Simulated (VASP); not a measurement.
# SiW4 (C2/m) in VASP: relaxation of cell and atoms with PBE

Aim: the relaxation of cell and atoms of SiW4 with PBE.

Program: VASP 6.6.1. These are calculated values, not measurements. Logs are shortened: lines on timing, memory, paths and dates and some standing lists are left out, and cuts for length are marked.

## (1) The cell of the first run

Symmetry: C2/m, No. 12, monoclinic system. The conventional cell has a = 4.485 Å, b = 3.167 Å, c = 11.106 Å, α = 90.00°, β = 91.90°, γ = 90.00°. Within 3.3 Å of Si (site symmetry 2/m) lie 6 W at 2.53 to 2.85 Å and 6 Si at 2.75 to 3.17 Å. W (site symmetry m) has 3 Si at 2.53 to 2.85 Å and 10 W at 2.75 to 3.19 Å within 3.3 Å. W (site symmetry m) has 14 W at 2.75 to 3.19 Å within 3.6 Å.

## (2) Relaxation of cell and atoms, PBE

Input file INCAR:

```
PREC     = Accurate       # precision mode
ENCUT    = 600            # plane-wave cutoff, eV
EDIFF    = 1E-7           # SCF threshold, eV
ISMEAR   = 0              # smearing method
SIGMA    = 0.1            # smearing width, eV
LREAL    = False          # projectors in reciprocal space
LASPH    = True           # aspherical terms in the spheres
NELM     = 60             # most SCF steps
ALGO     = Fast           # electronic algorithm
ISIF     = 3              # what is computed and relaxed
LWAVE    = False          # write WAVECAR
LCHARG   = False          # write CHGCAR
GGA      = PE             # functional
IBRION   = 2              # ionic algorithm
NSW      = 100            # ionic steps
EDIFFG   = -0.01          # ionic threshold
```

Input file KPOINTS:

```
regular mesh
0
Gamma
  14 14 4
```

Input file POSCAR:

```
SiW4
1.0
    2.2423474118     -1.5834852399      0.0000000000
    2.2423474118      1.5834852399      0.0000000000
   -0.3688973821      0.0000000000     11.0994765163
Si W
1 4
Direct
    0.0000000000      0.0000000000      0.0000000000
    0.2718128595      0.2718128595      0.8043661693
    0.2413609035      0.2413609035      0.3989218590
    0.7281871405      0.7281871405      0.1956338307
    0.7586390965      0.7586390965      0.6010781410
```

Potentials or basis: VASP PAW PBE potentials, release 64 (Si, W_sv).

On the command line:

```
> cat potpaw_PBE.64/Si/POTCAR potpaw_PBE.64/W_sv/POTCAR > POTCAR
> mpirun -np 1 vasp_std > vasp.out
```

OUTCAR:

```text
PREC = Accurate
   ENCUT = 600
   EDIFF = 1E-7
   ISMEAR = 0
   LREAL = False
   LASPH = True
   NELM = 60
   ISIF = 3
   GGA = PE
   IBRION = 2
   NSW = 100
   EDIFFG = -0.01

 ion  position               nearest neighbor table
   1  0.000  0.000  0.000-   2 2.53   4 2.53   4 2.85   4 2.85   2 2.85   2 2.85
   2  0.272  0.272  0.804-   1 2.53   5 2.76   5 2.76   1 2.85   1 2.85   5 3.17   5 3.19
   3  0.241  0.241  0.399-   5 2.75   5 2.75   4 2.76   4 2.76   4 3.17   5 3.17   5 3.17   4 3.19

   4  0.728  0.728  0.196-   1 2.53   3 2.76   3 2.76   1 2.85   1 2.85   3 3.17   3 3.19
   5  0.759  0.759  0.601-   3 2.75   3 2.75   2 2.76   2 2.76   2 3.17   3 3.17   3 3.17   2 3.19

  LATTYP: Found a base centered monoclinic cell.
 ALAT       =     4.4846948236
 B/A-ratio  =     0.7061730183
 C/A-ratio  =     2.4763346265
 COS(beta)  =    -0.0332172249

  Lattice vectors:

 A1 = (   2.2423474118,  -1.5834852399,   0.0000000000)
 A2 = (   2.2423474118,   1.5834852399,   0.0000000000)
 A3 = (  -0.3688973821,   0.0000000000,  11.0994765163)

Analysis of symmetry for initial positions (statically):
=====================================================================
 Subroutine PRICEL returns:
 Original cell was already a primitive cell.

 Routine SETGRP: Setting up the symmetry group for a
 base centered monoclinic supercell.

 Subroutine GETGRP returns: Found  4 space group operations
 (whereof  4 operations were pure point group operations)
 out of a pool of  4 trial point group operations.

The static configuration has the point symmetry C_2h.

Analysis of symmetry for dynamics (positions and initial velocities):
=====================================================================
 Subroutine PRICEL returns:
 Original cell was already a primitive cell.

 Routine SETGRP: Setting up the symmetry group for a
 base centered monoclinic supercell.

 Subroutine GETGRP returns: Found  4 space group operations
 (whereof  4 operations were pure point group operations)
 out of a pool of  4 trial point group operations.

The dynamic configuration has the point symmetry C_2h.

 Subroutine INISYM returns: Found  4 space group operations
 (whereof  4 operations are pure point group operations),
 and found     1 'primitive' translations

----------------------------------------------------------------------------------------

                                     Primitive cell

[... 105 lines left out ...]
   TEBEG  =    0.0;   TEEND  =   0.0 temperature during run
   PSTRESS=    0.0 pullay stress
   NELECT =      60.0000    total number of electrons
   NUPDOWN=      -1.0000    fix difference up-down
   EMIN   =  10.00;   EMAX   =-10.00  energy-range for DOS
   EFERMI =   0.00;   METHOD = LEGACY
   ISMEAR =     0;   SIGMA  =   0.10  broadening in eV -4-tet -1-fermi 0-gaus
   EFERMI_NEDOS =   21; number of points for ismear=-14 and -15
   IALGO  =     68    algorithm
   IMIX   =      4    mixing-type and parameters
     AMIX     =   0.40;   BMIX     =  1.00
     AMIX_MAG =   1.60;   BMIX_MAG =  1.00
  volume/ion in A,a.u.               =      15.76       106.38
  Fermi-wavevector in a.u.,A,eV,Ry     =   1.494774  2.824713 30.400155  2.234348
  Thomas-Fermi vector in A             =   2.607004
   LORBIT       =      0    0 simple, 1 ext, 2 COOP (PROOUT), +10 PAW based schemes
   GGA     = PE    functional components
   LHFCALC =     F    Hartree Fock is set to
   AEXX    =    0.0000 exact exchange contribution
   IVDW    =     0    specifies the selected vdW correction
   LEPSILON=     F    determine dielectric tensor
   LRPA    =     F    only Hartree local field effects (RPA)
 conjugate gradient relaxation of ions
 non-spin polarized calculation
 RMM-DIIS sequential band-by-band and
 Gauss-broadening in eV      SIGMA  =   0.10
  energy-cutoff  :      600.00
  volume of cell :       78.82
 maximum number of plane-waves:      2675
 NGX is ok and might be reduce to    24
   NGX = 11   NGY = 11   NGZ = 45

--------------------------------------- Ionic step        1  -------------------------------------------

 number of electron      60.0000002 magnetization

 Free energy of the ion-electron system (eV)
  ---------------------------------------------------
  ext. energy  EPLUGINS =         0.00000000
  ---------------------------------------------------
  free energy    TOTEN  =       -57.03216463 eV

  energy without entropy =      -57.02285958  energy(sigma->0) =      -57.02751211

------------------------ aborting loop because EDIFF is reached ----------------------------------------

  FORCE on cell =-STRESS in cart. coord.  units (eV):
  Direction    XX          YY          ZZ          XY          YZ          ZX
  --------------------------------------------------------------------------------------
  -------------------------------------------------------------------------------------
  Total        0.6850646     -0.0274954      0.1253120      0.0000000      0.0000000     -0.1200891
  in kB       13.9249201     -0.5588842      2.5471455      0.0000000      0.0000000     -2.4409826
  external PRESSURE =       5.3043938 kB  Pullay stress =       0.0000000 kB
[... 260 lines left out ...]
--------------------------------------- Ionic step        8  -------------------------------------------

 number of electron      60.0000002 magnetization

 Free energy of the ion-electron system (eV)
  ---------------------------------------------------
  ext. energy  EPLUGINS =         0.00000000
  ---------------------------------------------------
  free energy    TOTEN  =       -57.03368187 eV

  energy without entropy =      -57.02429580  energy(sigma->0) =      -57.02898883

 E-fermi :  10.8553     XC(G=0): -13.0971

 val. band max:       10.8529846307   @ k =  -0.1429  -0.1429   0.2500
 cond. band min:      10.8560294941   @ k =   0.2857   0.2143   0.0000
 fundamental gap:      0.0030448634
 Fermi energy:        10.8553063650

 k-point     1 :       0.0000    0.0000    0.0000
  band No.  band energies     occupation
      1     -63.2573      2.00000
      2     -63.2010      2.00000
      3     -63.1334      2.00000
      4     -63.1250      2.00000
      5     -27.9596      2.00000
      6     -27.6342      2.00000
[... 925 lines left out ...]
     35      12.7087      0.00000
     36      12.9980      0.00000

 [... further k-points ...]

------------------------ aborting loop because EDIFF is reached ----------------------------------------

  FORCE on cell =-STRESS in cart. coord.  units (eV):
  Direction    XX          YY          ZZ          XY          YZ          ZX
  --------------------------------------------------------------------------------------
  -------------------------------------------------------------------------------------
  Total       -0.0139751      0.0119844     -0.0338882      0.0000000      0.0000000     -0.0061111
  in kB       -0.2835365      0.2431474     -0.6875479      0.0000000      0.0000000     -0.1239871
  external PRESSURE =      -0.2426456 kB  Pullay stress =       0.0000000 kB
[... 20 lines left out ...]
  FREE ENERGIE OF THE ION-ELECTRON SYSTEM (eV)
  ---------------------------------------------------
  free  energy   TOTEN  =       -57.0336818737 eV

  energy  without entropy=      -57.0242957953  energy(sigma->0) =      -57.02898883

 reached required accuracy - stopping structural energy minimisation
```

OSZICAR:

```text
N       E                     dE             d eps       ncg     rms          rms(c)
DAV:   1     0.802539493208E+03    0.80254E+03   -0.38169E+04 15768   0.208E+03
DAV:   2    -0.110119651434E+02   -0.81355E+03   -0.79931E+03 16272   0.627E+02
[... 82 lines left out ...]
       N       E                     dE             d eps       ncg     rms          rms(c)
DAV:   1    -0.570336837228E+02   -0.81539E-05   -0.29172E-03 17536   0.640E-01    0.350E-02
RMM:   2    -0.570336858460E+02   -0.21231E-05   -0.32873E-04 18530   0.143E-01    0.183E-02
RMM:   3    -0.570336820880E+02    0.37580E-05   -0.51776E-05 16681   0.483E-02    0.779E-03
RMM:   4    -0.570336820235E+02    0.64478E-07   -0.12076E-05 20231   0.193E-02    0.427E-03
RMM:   5    -0.570336818717E+02    0.15176E-06   -0.22814E-06 18161   0.834E-03    0.182E-03
RMM:   6    -0.570336818737E+02   -0.19818E-08   -0.64233E-07 14197   0.446E-03
   8 F= -.57033682E+02 E0= -.57028989E+02  d E =-.255520E-04
```

Run time: 1.8 h. Hardware: 1 thread of Oxide Virtual Turin-like, shared host; peak memory 0.64 GiB.

Results:

```
Free energy                           : -57.0337 eV
Relaxed volume                        : 15.79 Å³/atom
Relaxed cell                          : a = 2.751 Å, b = 2.751 Å, c = 11.105 Å, α = 91.62°, β = 91.62°, γ = 70.14°
Space group after relaxing (to 0.1 Å) : C2/m (No. 12)
Energy gained by relaxing             : 0.3 meV/atom
Ionic steps                           : 8
Pressure after relaxing               : 0.0 GPa
Largest force after relaxing          : 0.010 eV/Å
Band gap on the k mesh                : zero (bands 30 and 31 overlap by 1.72 eV)
```

Forces on the atoms (eV/Å):
```
Si   0.000  0.000  0.000
W   -0.010  0.000 -0.002
W    0.004  0.000  0.002
W    0.010  0.000  0.002
W   -0.004  0.000 -0.002
```

Step by step:
| step | energy change (eV) | largest force (eV/Å) | pressure (GPa) | volume (Å³) |
| --- | --- | --- | --- | --- |
| 1 | 0.0000 | 0.0416 | 0.53 | 78.82 |
| 2 | 0.0009 | 0.0326 | -1.58 | 79.42 |
| 3 | -0.0011 | 0.0237 | -0.37 | 79.07 |
| 4 | -0.0013 | 0.0192 | 0.30 | 78.87 |
| 5 | -0.0015 | 0.0132 | 0.02 | 78.96 |
| 6 | -0.0015 | 0.0132 | 0.01 | 78.96 |
| 7 | -0.0015 | 0.0112 | -0.01 | 78.96 |
| 8 | -0.0015 | 0.0099 | -0.02 | 78.97 |

Final structure:
```xyz
5
Lattice="2.2512 -1.5804 -0.0012 2.2512 1.5804 -0.0012 -0.3764 0.0000 11.0981" Properties=species:S:1:pos:R:3 pbc="T T T"
Si    0.0000    0.0000    0.0000
W     0.9194    0.0000    8.9258
W     0.9371    0.0000    4.4248
W     3.2067    0.0000    2.1699
W     3.1890    0.0000    6.6709
```

Levels at points of the mesh, in eV from the Fermi level:
```
           k point  band 28  band 29  band 30  band 31  band 32  band 33
(0.00, 0.00, 0.00)    -1.31    -0.62    -0.59     0.82     1.55     1.76
(0.50, 0.00, 0.00)    -0.62    -0.47     0.09     1.63     1.76     2.10
(0.50, 0.50, 0.00)    -0.90    -0.55    -0.37     1.24     2.54     2.90
(0.00, 0.00, 0.50)    -1.28    -0.60    -0.27     0.70     1.56     1.81
(0.50, 0.00, 0.50)    -1.66     0.15     1.06     1.65     1.81     2.02
(0.50, 0.50, 0.50)     0.09     0.41     0.61     0.88     1.07     1.37
```

Caveat: spin-orbit coupling is left out, which moves the levels of the heavy elements.
